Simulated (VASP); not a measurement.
Input of a VASP 6.6.1 run:

The input INCAR:

```
SYSTEM = HfO2
PREC     = Accurate       ! precision mode
ENCUT    = 520            ! plane-wave cutoff, eV
EDIFF    = 1E-6           ! SCF threshold, eV
ISMEAR   = 0              ! smearing method
SIGMA    = 0.02           ! smearing width, eV
LREAL    = Auto         
LASPH    = .True.         ! aspherical terms in the spheres
NELM     = 60             ! most SCF steps
ALGO     = Normal         ! electronic algorithm
ISIF     = 2              ! what is computed and relaxed
LWAVE    = .False.        ! write WAVECAR
LCHARG   = .False.        ! write CHGCAR
GGA      = PE             ! functional
NBANDS   = 106            ! bands
```

The input KPOINTS:

```
Automatic mesh
0
Gamma
  2 2 2
  0.5 0.5 0.5
```

POSCAR

```
HfO2
1.0
    4.2678165505      0.0000000000      5.2715618527
   -5.1609167955      5.2121152647      0.0053389046
   -5.1609167955     -5.2121152647      0.0053389046
Hf O
8 16
Direct
    0.7097785690      0.9455935353      0.4865503359
    0.7097793740      0.4455990081      0.9865312668
    0.7928335263      0.0128744784      0.0538180700
    0.7928396340      0.5128646169      0.5538053396
    0.2928581765      0.5558576975      0.0108470878
    0.2927979487      0.0558552820      0.5108276250
    0.2097946697      0.4886127096      0.4435549309
    0.2097539006      0.9885717129      0.9435564354
    0.9778417603      0.1357168261      0.3908496196
    0.9778221647      0.6357313731      0.8908364334
    0.5247662204      0.6085191006      0.3636970671
    0.5247432280      0.1085305169      0.8637054571
    0.0247517298      0.3657752043      0.1064725478
    0.0247401502      0.8657584139      0.6064943045
    0.4778533816      0.8929046710      0.1336780228
    0.4778156195      0.3929015539      0.6336475342
    0.3496791002      0.8057066558      0.4750188504
    0.3496802107      0.3057067601      0.9750392559
    0.1529911604      0.5244224454      0.6937427186
    0.1529458959      0.0244156188      0.1937150444
    0.6529689707      0.6957783604      0.0223320292
    0.6529667928      0.1957684980      0.5223510033
    0.8496439290      0.9770794775      0.8036480917
    0.8496941609      0.4771018916      0.3036561725
```

Potentials or basis: VASP PAW PBE potentials, release 64 (Hf_pv, O).

Launch:

```console
$ cat potpaw_PBE.64/Hf_pv/POTCAR potpaw_PBE.64/O/POTCAR > POTCAR
$ mpirun -np 1 vasp_std > vasp.out
```

(1) What does it give for the largest force?

(2) Estimate the band gap on the k mesh.

(3) What does it give for the pressure?

## Answers

(1) 0.087 eV/Å.

(2) 4.27 eV.

(3) -3.0 GPa.

Caveat: the k points lie up to 0.60 Å⁻¹ apart; spin-orbit coupling is left out, which moves the levels of the heavy elements.
